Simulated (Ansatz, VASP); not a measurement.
**One calculation of Ru, two programs**

The input INCAR:

```
SYSTEM = Ru
  PREC = Accurate
  ENCUT = 520
  EDIFF = 1E-6
  ISMEAR = 0
  SIGMA = 0.15
  LREAL = .FALSE.
  LASPH = .TRUE.
  NELM = 100
  ALGO = Fast
  ISIF = 2
  LWAVE = .FALSE.
  LCHARG = .FALSE.
  GGA = PS
  NBANDS = 21
```

The input KPOINTS:

```
Automatic mesh
0
G
  24 24 12
  0 0 0
```

The input POSCAR:

```
Ru
1.0
    2.5975673609      0.0000000000      0.0000000000
   -1.2987836804      2.2495593225      0.0000000000
    0.0000000000      0.0000000000      3.9393480000
Ru
2
Direct
    0.3333333333      0.6666666667      0.2500000000
    0.6666666667      0.3333333333      0.7500000000
```

Input for Ansatz:

```yaml
crystal:
  lattice:
    - [2.5975673609, 0.0, 0.0]
    - [-1.2987836804, 2.2495593225, 0.0]
    - [0.0, 0.0, 3.939348]
  atoms:
    - { symbol: Ru, position: [0.3333333333, 0.6666666667, 0.25] }
    - { symbol: Ru, position: [0.6666666667, 0.3333333333, 0.75] }
basis:
  ecutwfc: 420
kpoints:
  mp_grid: { grid: [24, 24, 12] }
hamiltonian:
  xc: pbesol
scf:
  occupations: { method: gaussian, width: 0.15 }
output:
  forces: true
  stress: true
  eigenvalues: true
```

Change from the starting cell: strain -0.040 along x and y, -0.080 along z, atoms carried along.

Alike in both runs: task single point; functional PBEsol; k mesh 24 × 24 × 12; occupations gaussian, width 0.15 eV; no spin polarisation.

|  | VASP | Ansatz |
| --- | --- | --- |
| version | VASP 6.6.1 | Ansatz 0.2.0 |
| potentials or method | VASP PAW PBE potentials, release 64 (Ru_pv), cutoff 520 eV | scalar-relativistic, plane waves, PAW |
| valence electrons in the cell | 28 | 32 |

|  | VASP | Ansatz | Ansatz less VASP |
| --- | --- | --- | --- |
| gap on the k mesh at the Fermi level (eV) | none | none | - |
| pressure (GPa) | 74.3 | 73.6 | -0.63 |
| traceless stress, the component that is largest in VASP (GPa) | 23.59 | 23.40 | -0.197 |

VASP's potentials were made for PBE, not for PBEsol. A gap of «none» marks a metal or a gap that the smearing closes. Both programs put the cell under a high pressure, so it lies far from rest at this level. VASP's potentials hold 28 valence electrons a cell and Ansatz's 32, so a difference there can come from the potentials and not from the codes.

Noted on VASP's run: the cell as given lies far from equilibrium.
